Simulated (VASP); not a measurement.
# Cu in VASP: notebook, part 2 of 2

VASP 6.6.1. The steps go on from the part before.

## (3) Single point, PBE+D3(BJ)

Input file INCAR:

```
SYSTEM = Cu
ALGO = Normal
EDIFF = 1E-7
ENCUT = 520
GGA = PE
ISIF = 2
ISMEAR = -1
IVDW = 12
LASPH = .TRUE.
LCHARG = .TRUE.
LELF = .TRUE.
LREAL = .FALSE.
LVHAR = .TRUE.
LWAVE = .FALSE.
NBANDS = 78
NELM = 80
PREC = Accurate
SIGMA = 0.1
```

Input file KPOINTS:

```
k-points
0
G
  2 2 1
  0 0 0
```

Input file POSCAR:

```
Cu
1.0
    5.1053110000      0.0000000000      0.0000000000
    2.5526550000      4.4213290000      0.0000000000
    0.0000000000      0.0000000000     17.1684690000
Cu
12
Direct
    0.1666599093      0.1666693431      0.0582463119
    0.6666686257      0.1666693431      0.0582463119
    0.1666700955      0.6666773723      0.0582463119
    0.6666592245      0.6666773723      0.0582463119
   -0.1910889254      0.3458236200      0.1855378019
    0.3369580672      0.3244951914      0.1743370361
   -0.1795728327      0.8382547420      0.1716285826
    0.3093260046      0.8138955504      0.1848737939
    0.0014665942     -0.0137062861      0.3128059934
    0.4790137729      0.0087304066      0.2895715395
    0.0047933205      0.5243672208      0.2892220617
    0.5336113430      0.4858267729      0.3110702533
```

Potentials or basis: VASP PAW PBE potentials, release 64 (Cu).

Started as:

```sh
cat potpaw_PBE.64/Cu/POTCAR > POTCAR
mpirun -np 1 vasp_std > vasp.out
```

OUTCAR:

```text
SYSTEM = Cu
   EDIFF = 1E-7
   ENCUT = 520
   GGA = PE
   ISIF = 2
   ISMEAR = -1
   IVDW = 12
   LASPH = .TRUE.
   LREAL = .FALSE.
   NELM = 80
   PREC = Accurate
 IVDW          = 12

 ion  position               nearest neighbor table
   1  0.167  0.167  0.058-   6 2.47   3 2.55   2 2.55   4 2.55   4 2.55   2 2.55   3 2.55   8 2.68
                             5 2.70
   2  0.667  0.167  0.058-   7 2.43   6 2.47   1 2.55   4 2.55   3 2.55   4 2.55   3 2.55   1 2.55
                             5 2.61
   3  0.167  0.667  0.058-   7 2.48   6 2.50   8 2.52   1 2.55   4 2.55   2 2.55   2 2.55   4 2.55
                             1 2.55
   4  0.667  0.667  0.058-   7 2.42   3 2.55   1 2.55   2 2.55   2 2.55   1 2.55   3 2.55   5 2.61
                             8 2.69
   5  0.809  0.346  0.186-  11 2.43   6 2.47   8 2.47  12 2.48   7 2.56   7 2.57   4 2.61   2 2.61
                             8 2.64   6 2.65   1 2.70   9 2.70
   6  0.337  0.324  0.174-  10 2.42   8 2.44  11 2.47   1 2.47   2 2.47   5 2.47   7 2.48   3 2.50
                             7 2.63   5 2.65   8 2.69
   7  0.820  0.838  0.172-   4 2.42   2 2.43   8 2.45  11 2.45   6 2.48   3 2.48  10 2.53   5 2.56
                             5 2.57   6 2.63   8 2.68
   8  0.309  0.814  0.185-  10 2.42   6 2.44   7 2.45   5 2.47   3 2.52   9 2.59  12 2.63   5 2.64
[... 528 lines left out ...]

  FORCE on cell =-STRESS in cart. coord.  units (eV):
  Direction    XX          YY          ZZ          XY          YZ          ZX
  --------------------------------------------------------------------------------------
  -------------------------------------------------------------------------------------
  Total      -5.41888    -5.21142    -1.14461     0.42040     0.49438     0.57575
  in kB     -22.40337   -21.54566    -4.73216     1.73807     2.04393     2.38033
  external pressure =      -16.23 kB  Pullay stress =        0.00 kB

 VOLUME and BASIS-vectors are now :
 -----------------------------------------------------------------------------
  energy-cutoff  :      520.00
  volume of cell :      387.53
      direct lattice vectors                 reciprocal lattice vectors
     5.105311000  0.000000000  0.000000000     0.195874453 -0.113088147  0.000000000
     2.552655000  4.421329000  0.000000000     0.000000000  0.226176337  0.000000000
     0.000000000  0.000000000 17.168469000     0.000000000  0.000000000  0.058246312

 POSITION                                       TOTAL-FORCE (eV/Angst)
 -----------------------------------------------------------------------------------
      1.27630      0.73690      1.00000        -0.219360     -0.113264      0.239668
      3.82900      0.73690      1.00000         0.159663      0.141818     -0.106075
      2.55270      2.94760      1.00000         0.105657      0.033307     -0.061083
      5.10530      2.94760      1.00000        -0.259706     -0.115150      0.070190
      5.01251      1.52900      3.18540         0.457498     -0.441587     -0.367861
      2.54860      1.43470      2.99310        -0.486166     -0.031055      0.082453
      6.32831      3.70620      2.94660        -0.129892     -0.090166      0.498180
      3.65680      3.59850      3.17400         0.327371      0.530746     -0.223593
      2.52515      4.36073      5.37040         0.197530      0.324581     -0.457349
      2.46780      0.03860      4.97150         0.383654     -0.052790      0.357589
      1.36300      2.31840      4.96550        -0.064869     -0.389042      0.274741
      3.96440      2.14800      5.34060        -0.471381      0.202602     -0.306861
 -----------------------------------------------------------------------------------
    total drift:                               -0.000295      0.000857     -0.001642

  FREE ENERGIE OF THE ION-ELECTRON SYSTEM (eV)
  ---------------------------------------------------
  free  energy   TOTEN  =       -43.6891863182 eV

  energy  without entropy=      -43.2700791897  energy(sigma->0) =      -43.47963275
```

OSZICAR:

```text
N       E                     dE             d eps       ncg     rms          rms(c)
DAV:   1     0.120749852035E+04    0.12075E+04   -0.56372E+04   624   0.213E+03
DAV:   2     0.101600686948E+03   -0.11059E+04   -0.10745E+04   624   0.449E+02
DAV:   3    -0.422904402053E+02   -0.14389E+03   -0.13304E+03   648   0.215E+02
[... 24 lines left out ...]
DAV:  28    -0.390904187524E+02   -0.22401E-05   -0.15527E-07   420   0.488E-03    0.390E-04
DAV:  29    -0.390904196914E+02   -0.93902E-06   -0.47929E-08   380   0.336E-03    0.257E-04
DAV:  30    -0.390904199258E+02   -0.23435E-06   -0.17506E-08   396   0.207E-03    0.245E-04
DAV:  31    -0.390904200273E+02   -0.10155E-06   -0.12220E-08   372   0.113E-03    0.174E-04
DAV:  32    -0.390904200473E+02   -0.19943E-07   -0.48982E-09   372   0.956E-04
   1 F= -.43689186E+02 E0= -.43479633E+02  d E =-.419107E+00
```

Run time: 3.5 min. Hardware: 1 thread of AMD EPYC 9R45 (Zen 5), shared host; peak memory 0.46 GiB.

What came out:

* Free energy: -43.6892 eV
* Largest force: 0.735 eV/Å
* Dispersion energy per atom: -0.383 eV

Forces in eV/Å, atoms in the order of the input:
```
Cu  -0.219 -0.113  0.240
Cu   0.160  0.142 -0.106
Cu   0.106  0.033 -0.061
Cu  -0.260 -0.115  0.070
Cu   0.457 -0.442 -0.368
Cu  -0.486 -0.031  0.082
Cu  -0.130 -0.090  0.498
Cu   0.327  0.531 -0.224
Cu   0.198  0.325 -0.457
Cu   0.384 -0.053  0.358
Cu  -0.065 -0.389  0.275
Cu  -0.471  0.203 -0.307
```

Levels at points of the mesh, in eV from the Fermi level:
```tsv
k point	band 64	band 65	band 66	band 67	band 68	band 69
(0.00, 0.00, 0.00)	-0.24	-0.05	-0.01	0.03	0.99	1.03
(0.50, 0.00, 0.00)	-1.66	-0.20	-0.13	0.11	0.13	0.90
(0.50, 0.50, 0.00)	-1.63	-0.22	-0.08	0.02	0.15	0.89
(0.00, 0.50, 0.00)	-1.66	-0.18	-0.15	0.10	0.14	0.86
```

Caveat: the k points lie up to 0.71 Å⁻¹ apart; there is no dipole correction, which matters where the two faces differ.
